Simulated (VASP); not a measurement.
# Os (Pm-3m) in VASP: a series of runs, part 2 of 2

VASP 6.6.1.

## 4. Relaxation of cell and atoms, PBE, target pressure 20 GPa, at which the enthalpy is minimised

INCAR reads:

```
SYSTEM = Os
PREC = Accurate
ENCUT = 600
EDIFF = 1E-6
ISMEAR = -1
SIGMA = 0.1
LREAL = .False.
LASPH = .True.
NELM = 60
ALGO = Normal
ISIF = 3
LWAVE = .False.
LCHARG = .False.
GGA = PE
IBRION = 2
NSW = 80
EDIFFG = -0.01
PSTRESS = 200.0
```

KPOINTS reads:

```
Automatic mesh
0
Gamma
  16 16 16
  0 0 0
```

POSCAR reads:

```
Os
1.0
    2.4900000000      0.0000000000      0.0000000000
    0.0000000000      2.4900000000      0.0000000000
    0.0000000000      0.0000000000      2.4900000000
Os
1
Direct
    0.0000000000      0.0000000000      0.0000000000
```

Potentials or basis: VASP PAW PBE potentials, release 64 (Os).

The run is started by

```bash
> cat potpaw_PBE.64/Os/POTCAR > POTCAR
> mpirun -np 1 vasp_std > vasp.out
```

OUTCAR:

```text
SYSTEM = Os
   PREC = Accurate
   ENCUT = 600
   EDIFF = 1E-6
   ISMEAR = -1
   LREAL = .False.
   LASPH = .True.
   NELM = 60
   ISIF = 3
   GGA = PE
   IBRION = 2
   NSW = 80
   EDIFFG = -0.01
   PSTRESS = 200.0

 ion  position               nearest neighbor table
   1  0.000  0.000  0.000-

  LATTYP: Found a simple cubic cell.
 ALAT       =     2.4900000000

  Lattice vectors:

 A1 = (   2.4900000000,   0.0000000000,   0.0000000000)
 A2 = (   0.0000000000,   2.4900000000,   0.0000000000)
 A3 = (   0.0000000000,   0.0000000000,   2.4900000000)

Analysis of symmetry for initial positions (statically):
=====================================================================
 Subroutine PRICEL returns:
 Original cell was already a primitive cell.

 Routine SETGRP: Setting up the symmetry group for a
 simple cubic supercell.

 Subroutine GETGRP returns: Found 48 space group operations
 (whereof 48 operations were pure point group operations)
 out of a pool of 48 trial point group operations.

The static configuration has the point symmetry O_h .

Analysis of symmetry for dynamics (positions and initial velocities):
=====================================================================
 Subroutine PRICEL returns:
 Original cell was already a primitive cell.

 Routine SETGRP: Setting up the symmetry group for a
 simple cubic supercell.

 Subroutine GETGRP returns: Found 48 space group operations
 (whereof 48 operations were pure point group operations)
 out of a pool of 48 trial point group operations.

The dynamic configuration has the point symmetry O_h .

 Subroutine INISYM returns: Found 48 space group operations
 (whereof 48 operations are pure point group operations),
 and found     1 'primitive' translations

----------------------------------------------------------------------------------------

[... 121 lines left out ...]
 conjugate gradient relaxation of ions
 non-spin polarized calculation
  energy-cutoff  :      600.00
  volume of cell :       15.44
 maximum number of plane-waves:       536
 NGX is ok and might be reduce to    20
   NGX =  9   NGY =  9   NGZ =  9

--------------------------------------- Ionic step        1  -------------------------------------------

 number of electron       8.0000002 magnetization

 Free energy of the ion-electron system (eV)
  ---------------------------------------------------
  ext. energy  EPLUGINS =         0.00000000
  ---------------------------------------------------
  free energy    TOTEN  =        -9.66658082 eV

  energy without entropy =       -9.62636166  energy(sigma->0) =       -9.64647124

------------------------ aborting loop because EDIFF is reached ----------------------------------------

  FORCE on cell =-STRESS in cart. coord.  units (eV):
  Direction    XX          YY          ZZ          XY          YZ          ZX
  --------------------------------------------------------------------------------------
  -------------------------------------------------------------------------------------
  Total        2.5309994      2.5309994      2.5309994      0.0000000      0.0000000     -0.0000000
  in kB      262.6664375    262.6664375    262.6664375      0.0000000      0.0000000     -0.0000000
  external PRESSURE =      62.6664375 kB  Pullay stress =     200.0000000 kB
[... 98 lines left out ...]
--------------------------------------- Ionic step        4  -------------------------------------------

 number of electron       8.0000001 magnetization

 Free energy of the ion-electron system (eV)
  ---------------------------------------------------
  ext. energy  EPLUGINS =         0.00000000
  ---------------------------------------------------
  free energy    TOTEN  =        -9.70365269 eV

  energy without entropy =       -9.66236219  energy(sigma->0) =       -9.68300744

 E-fermi :   8.0327     XC(G=0): -13.2244

 val. band max:        8.0293133282   @ k =   0.3125   0.1875   0.0000
 cond. band min:       8.0375811678   @ k =   0.5000   0.3750   0.0000
 fundamental gap:      0.0082678396
 Fermi energy:         8.0326620318

 k-point     1 :       0.0000    0.0000    0.0000
  band No.  band energies     occupation
      1      -1.9426      2.00000
      2       1.5659      2.00000
      3       1.5659      2.00000
      4      10.5348      0.00000
      5      10.5348      0.00000
      6      10.5348      0.00000
      7      23.9822      0.00000
      8      23.9822      0.00000
[... 243 lines left out ...]
 k-point    24 :       0.5000    0.1250    0.0000
  band No.  band energies     occupation
      1       1.9035      2.00000
      2       3.1122      2.00000
      3       4.5501      2.00000
      4       7.0407      1.99990
      5       8.9655      0.00018
      6      10.3167      0.00000
      7      15.7651      0.00000
      8      24.5108      0.00000

 [... further k-points ...]

------------------------ aborting loop because EDIFF is reached ----------------------------------------

  FORCE on cell =-STRESS in cart. coord.  units (eV):
  Direction    XX          YY          ZZ          XY          YZ          ZX
  --------------------------------------------------------------------------------------
  -------------------------------------------------------------------------------------
  Total        1.9581025      1.9581025      1.9581025     -0.0000000      0.0000000     -0.0000000
  in kB      199.8783938    199.8783938    199.8783938     -0.0000000      0.0000000     -0.0000000
  external PRESSURE =      -0.1216062 kB  Pullay stress =     200.0000000 kB
[... 20 lines left out ...]
  energy  without entropy=       -9.6623621876  energy(sigma->0) =       -9.68300744

  enthalpy is  TOTEN    =        -7.7443588651 eV   P V=        1.9592938280

 reached required accuracy - stopping structural energy minimisation
```

CONTCAR:

```text
Os
   1.00000000000000
     2.5037639712372903   -0.0000000000000000   -0.0000000000000000
     0.0000000000000000    2.5037639712372903    0.0000000000000000
    -0.0000000000000000    0.0000000000000000    2.5037639712372903
  Os
     1
Direct
     0.0000000000000000    0.0000000000000000    0.0000000000000000

  0.00000000E+00  0.00000000E+00  0.00000000E+00
```

It took 16 s on 1 thread of Intel Xeon 6975P-C (Granite Rapids), shared host; peak memory 0.15 GiB.

Results:

* Free energy: -9.7037 eV
* Relaxed volume: 15.70 Å³/atom
* Relaxed cell: a = 2.504 Å, b = 2.504 Å, c = 2.504 Å, α = 90.00°, β = 90.00°, γ = 90.00°
* Space group after relaxing (to 0.05 Å): Pm-3m (No. 221)
* Energy change on relaxing (the enthalpy is what falls): -37.1 meV/atom
* Ionic steps: 4
* Pressure after relaxing: 20.0 GPa
* Band gap on the k mesh: zero (band 4 reaches 13.43 eV, above the bottom of band 5 at 6.78 eV)

Step by step:
| step | energy change (eV) | largest force (eV/Å) | pressure (GPa) | volume (Å³) |
| --- | --- | --- | --- | --- |
| 1 | 0.0000 | 0.0000 | 26.27 | 15.44 |
| 2 | -0.0960 | 0.0000 | -1.87 | 16.83 |
| 3 | -0.0380 | 0.0000 | 19.81 | 15.70 |
| 4 | -0.0371 | 0.0000 | 19.99 | 15.70 |

Final structure:
```
CELL_PARAMETERS angstrom
2.50376 0.00000 0.00000
0.00000 2.50376 0.00000
0.00000 0.00000 2.50376
ATOMIC_POSITIONS crystal
Os 0.00000 0.00000 0.00000
```

Levels at points of the mesh, in eV from the Fermi level:
```
           k point  band 1  band 2  band 3  band 4  band 5  band 6  band 7  band 8
(0.00, 0.00, 0.00)   -9.98   -6.47   -6.47    2.50    2.50    2.50   15.95   15.95
(0.50, 0.00, 0.00)   -6.62   -5.55   -1.33   -1.09   -1.09    2.87    7.74   15.75
(0.50, 0.50, 0.00)   -7.31   -4.85   -0.39   -0.39    4.65    4.65    5.13   13.78
(0.50, 0.50, 0.50)   -5.74   -5.74   -5.74    5.39    5.39    8.24   11.86   11.86
```

Caveat: the cell is relaxed towards a set pressure, so the enthalpy falls and the energy may rise; spin-orbit coupling is left out, which moves the levels of the heavy elements.

## 5. Relaxation of cell and atoms, PBE, target pressure 30 GPa, at which the enthalpy is minimised

INCAR: that of step 4 with these lines changed.

```diff
@@ -8,3 +8,3 @@
 LASPH = .True.
-NELM = 60
+NELM = 80
 ALGO = Normal
@@ -17,2 +17,2 @@
 EDIFFG = -0.01
-PSTRESS = 200.0
+PSTRESS = 300.0
```

KPOINTS reads:

```
regular mesh
0
Gamma
  16 16 16
  0 0 0
```

POSCAR is that of step 4.

Potentials or basis: VASP PAW PBE potentials, release 64 (Os).

The run is started by

```bash
> cat potpaw_PBE.64/Os/POTCAR > POTCAR
> mpirun -np 1 vasp_std > vasp.out
```

OUTCAR:

```text
SYSTEM = Os
   PREC = Accurate
   ENCUT = 600
   EDIFF = 1E-6
   ISMEAR = -1
   LREAL = .False.
   LASPH = .True.
   NELM = 80
   ISIF = 3
   GGA = PE
   IBRION = 2
   NSW = 80
   EDIFFG = -0.01
   PSTRESS = 300.0

 ion  position               nearest neighbor table
   1  0.000  0.000  0.000-

  LATTYP: Found a simple cubic cell.
 ALAT       =     2.4900000000

  Lattice vectors:

 A1 = (   2.4900000000,   0.0000000000,   0.0000000000)
 A2 = (   0.0000000000,   2.4900000000,   0.0000000000)
 A3 = (   0.0000000000,   0.0000000000,   2.4900000000)

Analysis of symmetry for initial positions (statically):
=====================================================================
 Subroutine PRICEL returns:
 Original cell was already a primitive cell.

[... 252 lines left out ...]
 E-fermi :   8.3990     XC(G=0): -13.3685

 val. band max:        8.3880550177   @ k =   0.3125   0.1875   0.0000
 cond. band min:       8.4007294671   @ k =   0.5000   0.3750   0.0000
 fundamental gap:      0.0126744493
 Fermi energy:         8.3989916021

 k-point     1 :       0.0000    0.0000    0.0000
  band No.  band energies     occupation
      1      -1.7992      2.00000
      2       1.7030      2.00000
      3       1.7030      2.00000
      4      11.0081      0.00000
      5      11.0081      0.00000
      6      11.0081      0.00000
      7      24.5412      0.00000
      8      24.5412      0.00000
[... 243 lines left out ...]
 k-point    24 :       0.5000    0.1250    0.0000
  band No.  band energies     occupation
      1       2.1120      2.00000
      2       3.3187      2.00000
      3       4.7729      2.00000
      4       7.3591      1.99994
      5       9.3337      0.00017
      6      10.7796      0.00000
      7      16.4148      0.00000
      8      24.9425      0.00000

 [... further k-points ...]

------------------------ aborting loop because EDIFF is reached ----------------------------------------

  FORCE on cell =-STRESS in cart. coord.  units (eV):
  Direction    XX          YY          ZZ          XY          YZ          ZX
  --------------------------------------------------------------------------------------
  -------------------------------------------------------------------------------------
  Total        2.8584332      2.8584332      2.8584332      0.0000000      0.0000000      0.0000000
  in kB      299.3729526    299.3729526    299.3729526      0.0000000      0.0000000      0.0000000
  external PRESSURE =      -0.6270474 kB  Pullay stress =     300.0000000 kB
[... 20 lines left out ...]
  energy  without entropy=       -9.6023145448  energy(sigma->0) =       -9.62213494

  enthalpy is  TOTEN    =        -6.7775350517 eV   P V=        2.8644202761

 reached required accuracy - stopping structural energy minimisation
```

OSZICAR:

```text
N       E                     dE             d eps       ncg     rms          rms(c)
DAV:   1     0.377121904876E+02    0.37712E+02   -0.46808E+03  2680   0.104E+03
DAV:   2    -0.906297875957E+01   -0.46775E+02   -0.45896E+02  2832   0.230E+02
[... 20 lines left out ...]
DAV:   1    -0.969407965809E+01   -0.21127E+00   -0.15123E+00  2728   0.108E+01    0.302E+00
DAV:   2    -0.964878351166E+01    0.45296E-01   -0.88264E-02  3064   0.303E+00    0.113E+00
DAV:   3    -0.964154400595E+01    0.72395E-02   -0.33057E-02  3512   0.168E+00    0.952E-02
DAV:   4    -0.964191120978E+01   -0.36720E-03   -0.58616E-04  2984   0.169E-01    0.236E-02
DAV:   5    -0.964194924775E+01   -0.38038E-04   -0.28771E-05  3448   0.445E-02    0.115E-02
DAV:   6    -0.964195536024E+01   -0.61125E-05   -0.37467E-06  2992   0.256E-02    0.166E-03
DAV:   7    -0.964195532785E+01    0.32391E-07   -0.98150E-08  1376   0.299E-03
   3 F= -.67775351E+01 E0= -.67577147E+01  d E =-.169211E-02
```

CONTCAR:

```text
Os
   1.00000000000000
     2.4824205378665587   -0.0000000000000000   -0.0000000000000000
     0.0000000000000000    2.4824205378665587    0.0000000000000000
    -0.0000000000000000    0.0000000000000000    2.4824205378665587
  Os
     1
Direct
     0.0000000000000000    0.0000000000000000    0.0000000000000000

  0.00000000E+00  0.00000000E+00  0.00000000E+00
```

It took 14 s on 1 thread of Intel Xeon 6975P-C (Granite Rapids), shared host; peak memory 0.15 GiB.

What came out:

- Free energy: -9.6420 eV
- Relaxed volume: 15.30 Å³/atom
- Relaxed cell: a = 2.482 Å, b = 2.482 Å, c = 2.482 Å, α = 90.00°, β = 90.00°, γ = 90.00°
- Space group after relaxing (to 0.05 Å): Pm-3m (No. 221)
- Energy change on relaxing (the enthalpy is what falls): +24.6 meV/atom
- Ionic steps: 3
- Pressure after relaxing: 29.9 GPa
- Band gap on the k mesh: zero (band 4 reaches 14.02 eV, above the bottom of band 5 at 7.09 eV)

The path:
```
step  energy change (eV)  largest force (eV/Å)  pressure (GPa)  volume (Å³)
   1              0.0000                0.0000           26.27        15.44
   2              0.1838                0.0000           49.34        14.65
   3              0.0246                0.0000           29.94        15.30
```

Final structure:
```
CELL_PARAMETERS angstrom
2.48242 0.00000 0.00000
0.00000 2.48242 0.00000
0.00000 0.00000 2.48242
ATOMIC_POSITIONS crystal
Os 0.00000 0.00000 0.00000
```

Levels at points of the mesh, in eV from the Fermi level:
```
           k point  band 2  band 3  band 4  band 5  band 6  band 7
(0.00, 0.00, 0.00)   -6.70   -6.70    2.61    2.61    2.61   16.14
(0.50, 0.00, 0.00)   -5.75   -1.40   -1.14   -1.14    3.00    8.03
(0.50, 0.50, 0.00)   -4.99   -0.41   -0.41    4.73    4.73    5.35
(0.50, 0.50, 0.50)   -5.97   -5.97    5.62    5.62    8.12   12.17
```

Caveat: the cell is relaxed towards a set pressure, so the enthalpy falls and the energy may rise; spin-orbit coupling is left out, which moves the levels of the heavy elements.

## 6. Overview

| cell | gap on the mesh (eV) | pressure (GPa) |
| --- | --- | --- |
| relaxed | none | 0.1 |
| relaxed to 10 GPa | none | 9.9 |
| relaxed to 20 GPa | none | 20.0 |
| relaxed to 30 GPa | none | 29.9 |

Alike in all rows: task relaxation of cell and atoms; level PBE; potentials or basis VASP PAW PBE potentials, release 64 (Os); no spin polarisation; k mesh 16 × 16 × 16; cutoff (eV) 600; smearing fermi-dirac 0.1 eV.

Caveats: spin-orbit coupling is left out, which moves the levels of the heavy elements; the cell is relaxed towards a set pressure, so the enthalpy falls and the energy may rise (some runs).

Total energies depend on the potentials used, so only differences within one code and one set of settings carry meaning.
